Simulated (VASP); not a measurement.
# Ir (Fm-3m) in VASP: single point with r2SCAN

Aim: the single point of Ir with r2SCAN.

Program: VASP 6.6.1. These are calculated values, not measurements. Logs are shortened: lines on timing, memory, paths and dates and some standing lists are left out, and cuts for length are marked.

### 1 The cell of the first run

Symmetry: Fm-3m, No. 225, cubic system. The conventional cell has a = 3.831 Å, b = 3.831 Å, c = 3.831 Å, α = 90.00°, β = 90.00°, γ = 90.00°. Ir (site symmetry m-3m) has 12 Ir at 2.71 Å within 3.6 Å.

### 2 Single point, r2SCAN

Input file POSCAR:

```
Ir
1.0
    0.0000000000      1.9156000000      1.9156000000
    1.9156000000      0.0000000000      1.9156000000
    1.9156000000      1.9156000000      0.0000000000
Ir
1
Direct
    0.0000000000      0.0000000000      0.0000000000
```

Input file INCAR.step1:

```
SYSTEM = Ir
PREC     = Accurate       ! precision mode
ENCUT    = 550            ! plane-wave cutoff, eV
ISMEAR   = 1              ! smearing method
SIGMA    = 0.1            ! smearing width, eV
LREAL    = .FALSE.        ! projectors in reciprocal space
LASPH    = .TRUE.         ! aspherical terms in the spheres
NELM     = 120            ! most SCF steps
NBANDS   = 10             ! bands
GGA      = PE             ! functional
ALGO     = Normal         ! electronic algorithm
EDIFF    = 1E-5           ! SCF threshold, eV
LWAVE    = .TRUE.         ! write WAVECAR
LCHARG   = .FALSE.        ! write CHGCAR
GGA_COMPAT= .FALSE.
```

Input file INCAR.step2:

```
SYSTEM = Ir
PREC     = Accurate       ! precision mode
ENCUT    = 550            ! plane-wave cutoff, eV
EDIFF    = 1E-6           ! SCF threshold, eV
ISMEAR   = 1              ! smearing method
SIGMA    = 0.1            ! smearing width, eV
LREAL    = .FALSE.        ! projectors in reciprocal space
LASPH    = .TRUE.         ! aspherical terms in the spheres
NELM     = 120            ! most SCF steps
ALGO     = Normal         ! electronic algorithm
ISIF     = 2              ! what is computed and relaxed
LWAVE    = .FALSE.        ! write WAVECAR
LCHARG   = .TRUE.         ! write CHGCAR
METAGGA  = R2SCAN         ! meta-GGA
LMIXTAU  = .TRUE.       
LELF     = .TRUE.         ! ELF
LVHAR    = .TRUE.       
NBANDS   = 10             ! bands
ISTART   = 1            
GGA_COMPAT= .FALSE.
```

Input file KPOINTS:

```
Automatic mesh
0
G
  12 12 12
  0 0 0
```

Potentials or basis: VASP PAW PBE potentials, release 64 (Ir).

Started as:

```
> cat potpaw_PBE.64/Ir/POTCAR > POTCAR
> cp INCAR.step1 INCAR
> mpirun -np 1 vasp_std > vasp.out
> cp INCAR.step2 INCAR
> mpirun -np 1 vasp_std > vasp.out
```

OUTCAR:

```text
SYSTEM = Ir
   PREC = Accurate
   ENCUT = 550
   EDIFF = 1E-6
   ISMEAR = 1
   LREAL = .FALSE.
   LASPH = .TRUE.
   NELM = 120
   ISIF = 2
   METAGGA = R2SCAN
   ISTART = 1

 ion  position               nearest neighbor table
   1  0.000  0.000  0.000-

  LATTYP: Found a face centered cubic cell.
 ALAT       =     3.8312000000

  Lattice vectors:

 A1 = (   0.0000000000,   1.9156000000,   1.9156000000)
 A2 = (   1.9156000000,   0.0000000000,   1.9156000000)
 A3 = (   1.9156000000,   1.9156000000,   0.0000000000)

Analysis of symmetry for initial positions (statically):
=====================================================================
 Subroutine PRICEL returns:
 Original cell was already a primitive cell.

 Routine SETGRP: Setting up the symmetry group for a
 face centered cubic supercell.

 Subroutine GETGRP returns: Found 48 space group operations
 (whereof 48 operations were pure point group operations)
 out of a pool of 48 trial point group operations.

The static configuration has the point symmetry O_h .

Analysis of symmetry for dynamics (positions and initial velocities):
=====================================================================
 Subroutine PRICEL returns:
 Original cell was already a primitive cell.

 Routine SETGRP: Setting up the symmetry group for a
 face centered cubic supercell.

 Subroutine GETGRP returns: Found 48 space group operations
 (whereof 48 operations were pure point group operations)
 out of a pool of 48 trial point group operations.

The dynamic configuration has the point symmetry O_h .

 Subroutine INISYM returns: Found 48 space group operations
 (whereof 48 operations are pure point group operations),
 and found     1 'primitive' translations

----------------------------------------------------------------------------------------

                                     Primitive cell

  volume of cell :      14.0587

  direct lattice vectors                    reciprocal lattice vectors
     0.000000000  1.915600000  1.915600000    -0.261014826  0.261014826  0.261014826
     1.915600000  0.000000000  1.915600000     0.261014826 -0.261014826  0.261014826
     1.915600000  1.915600000  0.000000000     0.261014826  0.261014826 -0.261014826

  length of vectors
     2.709067500  2.709067500  2.709067500     0.452090940  0.452090940  0.452090940

  position of ions in fractional coordinates (direct lattice)
     0.000000000  0.000000000  0.000000000

  ion indices of the primitive-cell ions
   primitive index   ion index
                 1           1

----------------------------------------------------------------------------------------

 KPOINTS: Automatic mesh

Automatic generation of k-mesh.
 Grid dimensions read from file:
 generate k-points for:   12   12   12

 Generating k-lattice:

  Cartesian coordinates                     Fractional coordinates (reciprocal lattice)
    -0.021751235  0.021751235  0.021751235     0.083333333  0.000000000  0.000000000
     0.021751235 -0.021751235  0.021751235     0.000000000  0.083333333  0.000000000
     0.021751235  0.021751235 -0.021751235     0.000000000  0.000000000  0.083333333

  Length of vectors
     0.037674245  0.037674245  0.037674245

  Shift w.r.t. Gamma in fractional coordinates (k-lattice)
     0.000000000  0.000000000  0.000000000

 Subroutine IBZKPT returns following result:
 ===========================================

 Found     72 irreducible k-points:

 Following reciprocal coordinates:
            Coordinates               Weight
  0.000000  0.000000  0.000000      1.000000
  0.083333  0.000000  0.000000      8.000000
  0.166667  0.000000  0.000000      8.000000
  0.250000  0.000000  0.000000      8.000000
  0.333333  0.000000  0.000000      8.000000
  0.416667  0.000000  0.000000      8.000000
[... 16 lines left out ...]
  0.500000  0.166667  0.000000     24.000000
 -0.416667  0.166667  0.000000     24.000000
 [... further k-points ...]
   k-points           NKPTS =     72   k-points in BZ     NKDIM =     72   number of bands    NBANDS=     10
   number of dos      NEDOS =    301   number of ions     NIONS =      1
   total plane-waves  NPLWV =  13824
   dimension x,y,z NGX =    24 NGY =   24 NGZ =   24
   dimension x,y,z NGXF=    48 NGYF=   48 NGZF=   48
   ions per type =               1
   NGX,Y,Z   is equivalent  to a cutoff of  14.73, 14.73, 14.73 a.u.
   NGXF,Y,Z  is equivalent  to a cutoff of  29.46, 29.46, 29.46 a.u.
 SYSTEM =  Ir
   PREC   = accura    normal or accurate (medium, high low for compatibility)
   ISTART =      1    job   : 0-new  1-cont  2-samecut
   ICHARG =      0    charge: 1-file 2-atom 10-const
   ISPIN  =      1    spin polarized calculation?
   LNONCOLLINEAR =      F non collinear calculations
   LSORBIT =      F    spin-orbit coupling
   LASPH  =      T    aspherical Exc in radial PAW
   ENCUT  =  550.0 eV  40.42 Ry    6.36 a.u.   5.18  5.18  5.18*2*pi/ulx,y,z
   NELM   =    120;   NELMIN=  2; NELMDL=  0     # of ELM steps
   EDIFF  = 0.1E-05   stopping-criterion for ELM
   LREAL  =      F    real-space projection
   EDIFFG = 0.1E-04   stopping-criterion for IOM
   NSW    =      0    number of steps for IOM
   IBRION =     -1    ionic relax: 0-MD 1-quasi-New 2-CG
   NFREE  =      0    steps in history (QN), initial steepest desc. (CG)
   ISIF   =      2    stress and relaxation
   ISYM   =      2    0-nonsym 1-usesym 2-fastsym
   POTIM  = 0.5000    time-step for ionic-motion
   TEBEG  =    0.0;   TEEND  =   0.0 temperature during run
   PSTRESS=    0.0 pullay stress
   NELECT =       9.0000    total number of electrons
   NUPDOWN=      -1.0000    fix difference up-down
   EMIN   =  10.00;   EMAX   =-10.00  energy-range for DOS
   EFERMI =   0.00;   METHOD = LEGACY
   ISMEAR =     1;   SIGMA  =   0.10  broadening in eV -4-tet -1-fermi 0-gaus
   EFERMI_NEDOS =   21; number of points for ismear=-14 and -15
   IALGO  =     38    algorithm
   IMIX   =      4    mixing-type and parameters
     AMIX     =   0.40;   BMIX     =  1.00
     AMIX_MAG =   1.60;   BMIX_MAG =  1.00
  volume/ion in A,a.u.               =      14.06        94.87
  Fermi-wavevector in a.u.,A,eV,Ry     =   1.410937  2.666284 27.085691  1.990742
  Thomas-Fermi vector in A             =   2.532839
   LORBIT       =      0    0 simple, 1 ext, 2 COOP (PROOUT), +10 PAW based schemes
   METAGGA = R2SCAN    functional components
   LHFCALC =     F    Hartree Fock is set to
   AEXX    =    0.0000 exact exchange contribution
   IVDW    =     0    specifies the selected vdW correction
   LEPSILON=     F    determine dielectric tensor
   LRPA    =     F    only Hartree local field effects (RPA)
 non-spin polarized calculation
 Methfessel and Paxton  Order N= 1 SIGMA  =   0.10
  energy-cutoff  :      550.00
  volume of cell :       14.06
 maximum number of plane-waves:       424
 NGX is ok and might be reduce to    24
   NGX = 11   NGY = 11   NGZ = 11

 number of electron       9.0000000 magnetization

 Free energy of the ion-electron system (eV)
  ---------------------------------------------------
  ext. energy  EPLUGINS =         0.00000000
  ---------------------------------------------------
  free energy    TOTEN  =       -52.37942805 eV

  energy without entropy =      -52.38029571  energy(sigma->0) =      -52.37971727

 E-fermi :  10.3492     XC(G=0): -15.3736

 val. band max:       10.3423402439   @ k =  -0.3333   0.3333   0.0000
 cond. band min:      10.4532724688   @ k =   0.3333   0.1667   0.0833
 fundamental gap:      0.1109322250
 Fermi energy:        10.3491653462

 k-point     1 :       0.0000    0.0000    0.0000
  band No.  band energies     occupation
      1      -1.3137      2.00000
      2       6.2436      2.00000
      3       6.2436      2.00000
      4       6.2436      2.00000
      5       8.9865      2.00000
      6       8.9865      2.00000
      7      25.3800      0.00000
      8      31.2780      0.00000
      9      31.2780      0.00000
     10      31.2780      0.00000

 k-point     2 :       0.0833    0.0000    0.0000
  band No.  band energies     occupation
      1      -0.9915      2.00000
      2       6.0748      2.00000
      3       6.3802      2.00000
      4       6.3802      2.00000
      5       8.9028      2.00000
      6       8.9028      2.00000
      7      25.9254      0.00000
      8      29.8188      0.00000
      9      31.8008      0.00000
     10      31.8008      0.00000

 k-point     3 :       0.1667    0.0000    0.0000
  band No.  band energies     occupation
      1      -0.1089      2.00000
      2       5.7358      2.00000
      3       6.6528      2.00000
      4       6.6528      2.00000
      5       8.8294      2.00000
      6       8.8294      2.00000
      7      27.1053      0.00000
      8      27.5231      0.00000
      9      33.2568      0.00000
     10      33.2568      0.00000

 k-point     4 :       0.2500    0.0000    0.0000
  band No.  band energies     occupation
      1       0.9962      2.00000
      2       5.7093      2.00000
      3       6.6865      2.00000
      4       6.6865      2.00000
      5       9.2043      2.00000
      6       9.2043      2.00000
      7      24.9262      0.00000
      8      27.9004      0.00000
      9      35.1876      0.00000
     10      35.1876      0.00000
[... 222 lines left out ...]
 k-point    22 :       0.4167    0.1667    0.0000
  band No.  band energies     occupation
      1       2.6464      2.00000
      2       5.2587      2.00000
      3       5.9845      2.00000
      4       7.3324      2.00000
      5      11.1346     -0.00000
      6      11.5344     -0.00000
      7      21.3851      0.00000
      8      27.4429      0.00000
      9      29.5775      0.00000
     10      31.7412      0.00000

 k-point    23 :       0.5000    0.1667    0.0000
  band No.  band energies     occupation
      1       2.7183      2.00000
      2       5.2748      2.00000
      3       6.8336      2.00000
      4       7.0739      2.00000
      5      11.3136     -0.00000
      6      13.6598      0.00000
      7      18.3429      0.00000
      8      26.6700      0.00000
      9      29.6026      0.00000
     10      30.1088      0.00000

 k-point    24 :      -0.4167    0.1667    0.0000
  band No.  band energies     occupation
      1       2.7909      2.00000
      2       5.3021      2.00000
      3       6.9515      2.00000
      4       7.1881      2.00000
      5      10.7720     -0.00000
      6      14.2892      0.00000
      7      17.9973      0.00000
      8      26.4562      0.00000
      9      28.7988      0.00000
     10      30.8944      0.00000

 [... further k-points ...]
[... 5 lines left out ...]
  --------------------------------------------------------------------------------------
  -------------------------------------------------------------------------------------
  Total        0.5372516      0.5372516      0.5372516      0.0000000      0.0000000      0.0000000
  in kB       61.2271145     61.2271145     61.2271145      0.0000000      0.0000000      0.0000000
  external PRESSURE =      61.2271145 kB  Pullay stress =       0.0000000 kB

 VOLUME and BASIS-vectors are now :
 -----------------------------------------------------------------------------
  energy-cutoff  :      550.00
  volume of cell :       14.06
      direct lattice vectors                 reciprocal lattice vectors
     0.000000000  1.915600000  1.915600000    -0.261014826  0.261014826  0.261014826
     1.915600000  0.000000000  1.915600000     0.261014826 -0.261014826  0.261014826
     1.915600000  1.915600000  0.000000000     0.261014826  0.261014826 -0.261014826

 POSITION                                       TOTAL-FORCE (eV/Angst)
 -----------------------------------------------------------------------------------
      0.00000      0.00000      0.00000         0.000000     -0.000000      0.000000
 -----------------------------------------------------------------------------------
    total drift:                                0.000000      0.000000     -0.000000

  FREE ENERGIE OF THE ION-ELECTRON SYSTEM (eV)
  ---------------------------------------------------
  free  energy   TOTEN  =       -52.3794280507 eV

  energy  without entropy=      -52.3802957070  energy(sigma->0) =      -52.37971727
```

It took 73 s on 1 thread of Intel Xeon 8259CL, shared host; peak memory 0.16 GiB.

What came out:

```yaml
Free_energy: -52.3794 eV
Pressure: 6.1 GPa
```

Levels at points of the mesh, in eV from the Fermi level:
```tsv
k point	band 1	band 2	band 3	band 4	band 5	band 6	band 7	band 8
(0.00, 0.00, 0.00)	-11.66	-4.11	-4.11	-4.11	-1.36	-1.36	15.03	20.93
(0.50, 0.00, 0.00)	-8.55	-4.26	-4.26	-0.78	0.88	0.88	7.67	14.65
(0.50, 0.50, 0.00)	-8.35	-7.76	0.79	1.52	1.52	1.72	11.10	12.30
```

Caveat: the PAW data sets were made with another functional, which shifts forces and pressure a little; spin-orbit coupling is left out, which moves the levels of the heavy elements.
